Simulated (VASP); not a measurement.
# Ta6F in VASP: single point with LDA

Aim: the single point of Ta6F with LDA.

Program: VASP 6.6.1. These are calculated values, not measurements. Logs are shortened: lines on timing, memory, paths and dates and some standing lists are left out, and cuts for length are marked.

### 1 The cell of the first run

The cell holds a slab with vacuum, 7 atoms: a = 4.600 Å, b = 4.600 Å, c = 21.402 Å, α = 90.00°, β = 90.00°, γ = 120.00°.

### 2 Single point, LDA, collinear spin

File INCAR:

```
SYSTEM = Ta6F
PREC     = Accurate       ! precision mode
ENCUT    = 640            ! plane-wave cutoff, eV
EDIFF    = 1E-6           ! SCF threshold, eV
ISMEAR   = 0              ! smearing method
SIGMA    = 0.1            ! smearing width, eV
LREAL    = .FALSE.        ! projectors in reciprocal space
LASPH    = .TRUE.         ! aspherical terms in the spheres
NELM     = 300            ! most SCF steps
ALGO     = Normal         ! electronic algorithm
ISIF     = 2              ! what is computed and relaxed
LWAVE    = .FALSE.        ! write WAVECAR
LCHARG   = .FALSE.        ! write CHGCAR
ISPIN    = 2              ! spin polarisation
MAGMOM   = 0 0 0 0 0 0 1  ! initial moments
LORBIT   = 11             ! projections on sites
LMAXMIX  = 4              ! l up to which the mixer works
LDIPOL   = .TRUE.       
IDIPOL   = 3            
DIPOL    = 0.5 0.5 0.329
GGA      = CA             ! functional
NBANDS   = 50             ! bands
GGA_COMPAT= .FALSE.      
NELMDL   = -8           
AMIX     = 0.1          
BMIX     = 1E-4         
AMIX_MAG = 0.4          
BMIX_MAG = 1E-4         
KPAR     = 4
```

File KPOINTS:

```
regular mesh
0
G
  6 6 1
  0 0 0
```

File POSCAR:

```
Ta6F
1.0
    4.6002247516      0.0000000000      0.0000000000
   -2.3001123758      3.9839114980      0.0000000000
    0.0000000000      0.0000000000     21.4017722141
Ta F
6 1
Direct
    0.6666666667      0.3333333333      0.1869004099
    0.3333333333      0.6666666667      0.2307760729
    0.0000000000      0.0000000000      0.2746517360
    0.6666666667      0.3333333333      0.3157775353
    0.3333333333      0.6666666667      0.3543568624
    0.0000000000      0.0000000000      0.3925736677
    0.3333333333     -0.3333333333      0.5481682590
```

Potentials or basis: VASP PAW LDA potentials, release 64 (Ta_pv, F).

The run is started by

```
> cat potpaw_LDA.64/Ta_pv/POTCAR potpaw_LDA.64/F/POTCAR > POTCAR
> mpirun -np 4 vasp_std > vasp.out
```

OUTCAR:

```text
SYSTEM = Ta6F
   PREC = Accurate
   ENCUT = 640
   EDIFF = 1E-6
   ISMEAR = 0
   LREAL = .FALSE.
   LASPH = .TRUE.
   NELM = 300
   ISIF = 2
   ISPIN = 2
   LORBIT = 11
   GGA = CA
   NELMDL = -8
   AMIX = 0.1
   AMIX_MAG = 0.4

 ion  position               nearest neighbor table
   1  0.667  0.333  0.187-   4 2.76   2 2.82   2 2.82   2 2.82   3 3.25   3 3.25   3 3.25
   2  0.333  0.667  0.231-   5 2.64   1 2.82   1 2.82   3 2.82   1 2.82   3 2.82   3 2.82   4 3.22
                             4 3.22   4 3.22
   3  0.000  0.000  0.275-   6 2.52   4 2.80   4 2.80   4 2.80   2 2.82   2 2.82   2 2.82   5 3.16
                             5 3.16   5 3.16   1 3.25   1 3.25   1 3.25
   4  0.667  0.333  0.316-   1 2.76   5 2.78   5 2.78   5 2.78   3 2.80   3 2.80   3 2.80   6 3.12
                             6 3.12   6 3.12   2 3.22   2 3.22   2 3.22
   5  0.333  0.667  0.354-   2 2.64   6 2.78   6 2.78   6 2.78   4 2.78   4 2.78   4 2.78   3 3.16
                             3 3.16   3 3.16
   6  0.000  0.000  0.393-   3 2.52   5 2.78   5 2.78   5 2.78   4 3.12   4 3.12   4 3.12
   7  0.333  0.667  0.548-

  LATTYP: Found a hexagonal cell.
 ALAT       =     4.6002247516
 C/A-ratio  =     4.6523318685

  Lattice vectors:

 A1 = (   4.6002247516,   0.0000000000,   0.0000000000)
 A2 = (  -2.3001123758,   3.9839114980,   0.0000000000)
 A3 = (   0.0000000000,   0.0000000000,  21.4017722141)

Analysis of symmetry for initial positions (statically):
=====================================================================
 Subroutine PRICEL returns:
 Original cell was already a primitive cell.

 Routine SETGRP: Setting up the symmetry group for a
 hexagonal supercell.

 Subroutine GETGRP returns: Found  6 space group operations
 (whereof  6 operations were pure point group operations)
 out of a pool of 24 trial point group operations.

The static configuration has the point symmetry C_3v.

Analysis of symmetry for dynamics (positions and initial velocities):
=====================================================================
 Subroutine PRICEL returns:
 Original cell was already a primitive cell.

 Routine SETGRP: Setting up the symmetry group for a
 hexagonal supercell.

 Subroutine GETGRP returns: Found  6 space group operations
 (whereof  6 operations were pure point group operations)
 out of a pool of 24 trial point group operations.

The dynamic configuration has the point symmetry C_3v.

Analysis of structural, dynamic, and magnetic symmetry:
=====================================================================
 Subroutine PRICEL returns:
 Original cell was already a primitive cell.

 Routine SETGRP: Setting up the symmetry group for a
 hexagonal supercell.

 Subroutine GETGRP returns: Found  6 space group operations
 (whereof  6 operations were pure point group operations)
 out of a pool of 24 trial point group operations.

The overall configuration has the point symmetry C_3v.

 Subroutine INISYM returns: Found  6 space group operations
 (whereof  6 operations are pure point group operations),
 and found     1 'primitive' translations

----------------------------------------------------------------------------------------

                                     Primitive cell

  volume of cell :     392.2279

  direct lattice vectors                    reciprocal lattice vectors
     4.600224752  0.000000000  0.000000000     0.217380683  0.125504796  0.000000000
    -2.300112376  3.983911498  0.000000000     0.000000000  0.251009592  0.000000000
     0.000000000  0.000000000 21.401772214     0.000000000  0.000000000  0.046725102

  length of vectors
     4.600224752  4.600224752 21.401772214     0.251009592  0.251009592  0.046725102

  position of ions in fractional coordinates (direct lattice)
     0.666666667  0.333333333  0.186900410
     0.333333333  0.666666667  0.230776073
     0.000000000  0.000000000  0.274651736
     0.666666667  0.333333333  0.315777535
     0.333333333  0.666666667  0.354356862
     0.000000000  0.000000000  0.392573668
     0.333333333  0.666666667  0.548168259
[... 50 lines left out ...]
   dimension x,y,z NGXF=    80 NGYF=   80 NGZF=  360
   ions per type =               6   1
   NGX,Y,Z   is equivalent  to a cutoff of  14.46, 14.46, 13.98 a.u.
   NGXF,Y,Z  is equivalent  to a cutoff of  28.91, 28.91, 27.96 a.u.
 SYSTEM =  Ta6F
   PREC   = accura    normal or accurate (medium, high low for compatibility)
   ISTART =      0    job   : 0-new  1-cont  2-samecut
   ICHARG =      2    charge: 1-file 2-atom 10-const
   ISPIN  =      2    spin polarized calculation?
   LNONCOLLINEAR =      F non collinear calculations
   LSORBIT =      F    spin-orbit coupling
   LASPH  =      T    aspherical Exc in radial PAW
   ENCUT  =  640.0 eV  47.04 Ry    6.86 a.u.   9.49  9.49 44.15*2*pi/ulx,y,z
   NELM   =    300;   NELMIN=  2; NELMDL= -8     # of ELM steps
   EDIFF  = 0.1E-05   stopping-criterion for ELM
   LREAL  =      F    real-space projection
   EDIFFG = 0.1E-04   stopping-criterion for IOM
   NSW    =      0    number of steps for IOM
   IBRION =     -1    ionic relax: 0-MD 1-quasi-New 2-CG
   NFREE  =      0    steps in history (QN), initial steepest desc. (CG)
   ISIF   =      2    stress and relaxation
   ISYM   =      2    0-nonsym 1-usesym 2-fastsym
   POTIM  = 0.5000    time-step for ionic-motion
   TEBEG  =    0.0;   TEEND  =   0.0 temperature during run
   PSTRESS=    0.0 pullay stress
   NELECT =      73.0000    total number of electrons
   NUPDOWN=      -1.0000    fix difference up-down
   EMIN   =  10.00;   EMAX   =-10.00  energy-range for DOS
   EFERMI =   0.00;   METHOD = LEGACY
   ISMEAR =     0;   SIGMA  =   0.10  broadening in eV -4-tet -1-fermi 0-gaus
   EFERMI_NEDOS =   21; number of points for ismear=-14 and -15
   IALGO  =     38    algorithm
   IMIX   =      4    mixing-type and parameters
     AMIX     =   0.10;   BMIX     =  0.00
     AMIX_MAG =   0.40;   BMIX_MAG =  0.00
  volume/ion in A,a.u.               =      56.03       378.13
  Fermi-wavevector in a.u.,A,eV,Ry     =   0.934694  1.766316 11.886778  0.873654
  Thomas-Fermi vector in A             =   2.061525
   LORBIT       =     11    0 simple, 1 ext, 2 COOP (PROOUT), +10 PAW based schemes
   GGA     = CA    functional components
   LHFCALC =     F    Hartree Fock is set to
   AEXX    =    0.0000 exact exchange contribution
   IVDW    =     0    specifies the selected vdW correction
   LEPSILON=     F    determine dielectric tensor
   LRPA    =     F    only Hartree local field effects (RPA)
 spin polarized calculation
 Gauss-broadening in eV      SIGMA  =   0.10
  energy-cutoff  :      640.00
  volume of cell :      392.23
 maximum number of plane-waves:     14501
 NGX is ok and might be reduce to    40
   NGX = 19   NGY = 19   NGZ = 89

 dipolmoment           0.000000      0.000000     -0.256684 electrons x Angstroem

 number of electron      72.9999998 magnetization       0.6202150

 dipolmoment           0.000000      0.000000      0.631851 electrons x Angstroem

 Free energy of the ion-electron system (eV)
  ---------------------------------------------------
  ext. energy  EPLUGINS =         0.00000000
  ---------------------------------------------------
  free energy    TOTEN  =       -71.45137259 eV

  energy without entropy =      -71.37008344  energy(sigma->0) =      -71.41072802

 E-fermi :  -3.0282     XC(G=0):  -4.9549

 val. band max:       -3.0307248776   @ k =   0.3333   0.0000   0.0000
 cond. band min:      -3.0141557687   @ k =   0.1667   0.1667   0.0000
 fundamental gap:      0.0165691088
 Fermi energy:        -3.0282029137

 spin component 1

 k-point     1 :       0.0000    0.0000    0.0000
  band No.  band energies     occupation
      1     -37.5512      1.00000
      2     -37.4426      1.00000
      3     -37.1787      1.00000
      4     -37.1787      1.00000
      5     -37.1174      1.00000
      6     -37.1174      1.00000
[... 346 lines left out ...]
     47      -0.3808      0.00000
     48      -0.1675      0.00000
 Fermi energy:        -3.0282029137

 spin component 2

 k-point     1 :       0.0000    0.0000    0.0000
  band No.  band energies     occupation
      1     -37.5504      1.00000
      2     -37.4339      1.00000
      3     -37.1662      1.00000
      4     -37.1662      1.00000
      5     -37.1178      1.00000
      6     -37.1178      1.00000
[... 346 lines left out ...]
     47      -0.3779      0.00000
     48      -0.1675      0.00000
 [bands above 48 left out]

------------------------ aborting loop because EDIFF is reached ----------------------------------------

 vacuum level on the upper side and lower side of the slab       (xc-potential included)         3.005        -3.114

  FORCE on cell =-STRESS in cart. coord.  units (eV):
  Direction    XX          YY          ZZ          XY          YZ          ZX
  --------------------------------------------------------------------------------------
  -------------------------------------------------------------------------------------
  Total       -5.1460948     -5.1460948     -5.3158075      0.0000000      0.0000000      0.0000000
  in kB      -21.0208317    -21.0208317    -21.7140762      0.0000000      0.0000000      0.0000000
  external PRESSURE =     -21.2519132 kB  Pullay stress =       0.0000000 kB

 VOLUME and BASIS-vectors are now :
 -----------------------------------------------------------------------------
  energy-cutoff  :      640.00
  volume of cell :      392.23
      direct lattice vectors                 reciprocal lattice vectors
     4.600224752  0.000000000  0.000000000     0.217380683  0.125504796  0.000000000
    -2.300112376  3.983911498  0.000000000     0.000000000  0.251009592  0.000000000
     0.000000000  0.000000000 21.401772214     0.000000000  0.000000000  0.046725102

 POSITION                                       TOTAL-FORCE (eV/Angst)
 -----------------------------------------------------------------------------------
      2.30011      1.32797      4.00000         0.000000     -0.000000      2.150358
     -0.00000      2.65594      4.93902        -0.000000     -0.000000     -0.421098
      0.00000      0.00000      5.87803         0.000000     -0.000000     -2.243495
      2.30011      1.32797      6.75820        -0.000000      0.000000     -0.024164
     -0.00000      2.65594      7.58386         0.000000      0.000000      0.121905
      0.00000      0.00000      8.40177         0.000000     -0.000000      1.299416
     -0.00000      2.65594     11.73177        -0.000000     -0.000000     -0.882923
 -----------------------------------------------------------------------------------
    total drift:                                0.000001     -0.000001     -0.000143

  FREE ENERGIE OF THE ION-ELECTRON SYSTEM (eV)
  ---------------------------------------------------
  free  energy   TOTEN  =       -71.4513725911 eV

  energy  without entropy=      -71.3700834447  energy(sigma->0) =      -71.41072802

 vacuum level on the upper side and lower side of the slab         6.911         0.653

 total charge

# of ion       s       p       d       tot
------------------------------------------
    1        0.395   6.012   2.425   8.832
    2        0.401   6.112   2.554   9.067
    3        0.391   6.175   2.506   9.072
    4        0.381   6.181   2.452   9.013
    5        0.410   6.123   2.576   9.110
    6        0.410   6.030   2.494   8.934
    7        1.737   4.104   0.000   5.841
--------------------------------------------------
tot          4.125  40.738  15.007  59.870

 magnetization (x)

# of ion       s       p       d       tot
------------------------------------------
    1        0.000   0.001   0.024   0.025
    2        0.000   0.002   0.008   0.010
    3        0.000   0.000   0.000   0.001
    4       -0.000   0.000   0.003   0.003
    5        0.000  -0.001   0.001   0.000
    6       -0.000  -0.002  -0.001  -0.003
    7        0.002   0.502   0.000   0.504
--------------------------------------------------
tot          0.003   0.503   0.034   0.540
```

Run time: 6.8 min. Hardware: 4 MPI ranks of Intel Xeon 6975P-C (Granite Rapids), shared host; peak memory 0.72 GiB.

Results:

* Free energy: -71.4514 eV
* Largest force: 2.243 eV/Å
* Net moment: 0.62 μB per cell
* Site moments: Ta +0.03, +0.01, +0.00, -0.00 (each value once); F +0.50 μB
* Valence electrons inside the program's atomic spheres: Ta 8.83, 9.07, 9.01, 9.11, 8.93 (each value once); F 5.84

Forces on the atoms (eV/Å):
```
Ta   0.000  0.000  2.150
Ta   0.000  0.000 -0.421
Ta   0.000  0.000 -2.243
Ta   0.000  0.000 -0.024
Ta   0.000  0.000  0.122
Ta   0.000  0.000  1.299
F    0.000  0.000 -0.883
```

Levels at points of the mesh, in eV from the Fermi level:
Spin up:
```csv
k point,band 33,band 34,band 35,band 36,band 37,band 38,band 39,band 40,band 41,band 42
"(0.00, 0.00, 0.00)",-0.88,-0.88,-0.86,-0.30,-0.30,0.23,0.29,0.29,0.70,2.47
"(0.50, 0.00, 0.00)",-0.98,-0.94,-0.84,-0.31,-0.25,0.38,0.47,1.08,1.22,1.33
```
Spin down:
| k point | band 34 | band 35 | band 36 | band 37 | band 38 | band 39 | band 40 | band 41 |
| --- | --- | --- | --- | --- | --- | --- | --- | --- |
| (0.00, 0.00, 0.00) | -0.29 | -0.26 | 0.00 | 0.00 | 0.24 | 0.29 | 0.29 | 0.75 |
| (0.50, 0.00, 0.00) | -0.24 | -0.14 | -0.08 | -0.03 | 0.39 | 0.50 | 1.09 | 1.22 |

Caveat: a moment this small can come from the mesh or the smearing; spin-orbit coupling is left out, which moves the levels of the heavy elements.
